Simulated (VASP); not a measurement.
Set up this calculation in VASP 6.6.1, as the native input.

| Item | Value |
| --- | --- |
| Task | relaxation of cell and atoms |
| Functional | LDA |
| Potentials or basis | VASP PAW LDA potentials, release 64 (Ta_pv, N) |
| Cutoff | 600 eV |
| k mesh | 9 × 9 × 8 |
| Occupations | fermi-dirac, width 0.15 eV |
| Spin | no spin polarisation |
| Dipole correction | no |
| Further INCAR settings | ALGO = Fast; EDIFF = 1e-06; IBRION = 2; EDIFFG = -0.001; NSW = 80; ISIF = 3 |

The structure of Ta2N lies in POSCAR:

```
Ta2N
1.0
    5.2288527969      0.0000000028      0.0000000000
   -2.6144264009      4.5283193533      0.0000000000
    0.0000000000      0.0000000000      4.8834764565
Ta N
6 3
Direct
    0.6669298479      0.6669298479      0.7526084312
    0.0000000000      0.3330701521      0.7526084312
    0.3330701521      0.0000000000      0.7526084312
    0.3330701521      0.3330701521      0.2473915688
    0.0000000000      0.6669298479      0.2473915688
    0.6669298479      0.0000000000      0.2473915688
    0.6666666667      0.3333333333      0.5000000000
    0.3333333333      0.6666666667      0.5000000000
    0.0000000000      0.0000000000      0.0000000000
```

One way to write it, as run:

INCAR

```
PREC     = Accurate       # precision mode
ENCUT    = 600            # plane-wave cutoff, eV
EDIFF    = 1E-6           # SCF threshold, eV
ISMEAR   = -1             # smearing method
SIGMA    = 0.15           # smearing width, eV
LREAL    = False          # projectors in reciprocal space
LASPH    = True           # aspherical terms in the spheres
NELM     = 60             # most SCF steps
ALGO     = Fast           # electronic algorithm
ISIF     = 3              # what is computed and relaxed
LWAVE    = False          # write WAVECAR
LCHARG   = False          # write CHGCAR
IBRION   = 2              # ionic algorithm
NSW      = 80             # ionic steps
EDIFFG   = -0.001         # ionic threshold
```

KPOINTS

```
regular mesh
0
Gamma
  9 9 8
```

Potentials or basis: VASP PAW LDA potentials, release 64 (Ta_pv, N).

The run is started by

```console
$ cat potpaw_LDA.64/Ta_pv/POTCAR potpaw_LDA.64/N/POTCAR > POTCAR
$ mpirun -np 1 vasp_std > vasp.out
```

It gave:

```
Relaxed volume                        : 12.92 Å³/atom
Relaxed cell                          : a = 5.237 Å, b = 5.237 Å, c = 4.894 Å, α = 90.00°, β = 90.00°, γ = 120.00°
Space group after relaxing (to 0.1 Å) : P-31m (No. 162)
Energy gained by relaxing             : 0.4 meV/atom
Ionic steps                           : 5
Pressure after relaxing               : 0.0 GPa
Band gap on the k mesh                : zero (an odd number of electrons rules out a gap without spin polarisation)
```

Caveat: spin-orbit coupling is left out, which moves the levels of the heavy elements.

Wall time 21 min on 1 thread of Oxide Virtual Turin-like Processor, with other jobs on the host, peak memory 0.46 GiB.
